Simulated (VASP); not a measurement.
Wanted: the native input for a VASP 6.6.1 run.

```yaml
Task: single point
Functional: LDA
Potentials_or_basis: VASP PAW LDA potentials, release 64 (Cs_sv, H)
Cutoff: 520 eV
k_mesh: 6 × 6 × 6
Occupations: gaussian, width 0.02 eV
Spin: no spin polarisation
Dipole_correction: no
Further_INCAR_settings: ALGO = Normal; EDIFF = 1e-07; NBANDS = 18
```

The structure of CsH lies in POSCAR:

```
CsH
1.0
    3.1731629489      3.1731629489      0.0000000000
   -3.1731629489      3.1731629489      0.0000000000
    0.0000000000      0.0000000000      6.0733028075
Cs H
2 2
Direct
    0.0000000000      0.0000000000      0.0000000000
    0.5000000000      0.5000000000      0.5000000000
    0.5000000000      0.5000000000      0.0000000000
    0.0000000000      0.0000000000      0.5000000000
```

This cell differs from its parent crystal: biaxial strain in the a-b plane: +4.0 %, then relaxed in part.

These files were run (other wordings do the same):

INCAR

```
ALGO = Normal
EDIFF = 1E-7
ENCUT = 520
ISIF = 2
ISMEAR = 0
LASPH = True
LCHARG = False
LREAL = False
LWAVE = False
NBANDS = 18
NELM = 100
PREC = Accurate
SIGMA = 0.02
```

KPOINTS

```
k-points
0
Gamma
  6 6 6
```

Potentials or basis: VASP PAW LDA potentials, release 64 (Cs_sv, H).

Command:

```sh
$ cat potpaw_LDA.64/Cs_sv/POTCAR potpaw_LDA.64/H/POTCAR > POTCAR
$ mpirun -np 1 vasp_std > vasp.out
```

It gave:

| Item | Value |
| --- | --- |
| Pressure | -0.7 GPa |
| Band gap on the k mesh | 1.84 eV |

Caveat: the cell differs from its parent crystal (biaxial strain in the a-b plane: +4.0 %, then relaxed in part); spin-orbit coupling is left out, which moves the levels of the heavy elements.

Run time: 29 s on 1 thread of Intel(R) Xeon(R) Platinum 8559C (Emerald Rapids), with other jobs on the host, peak memory 0.23 GiB.
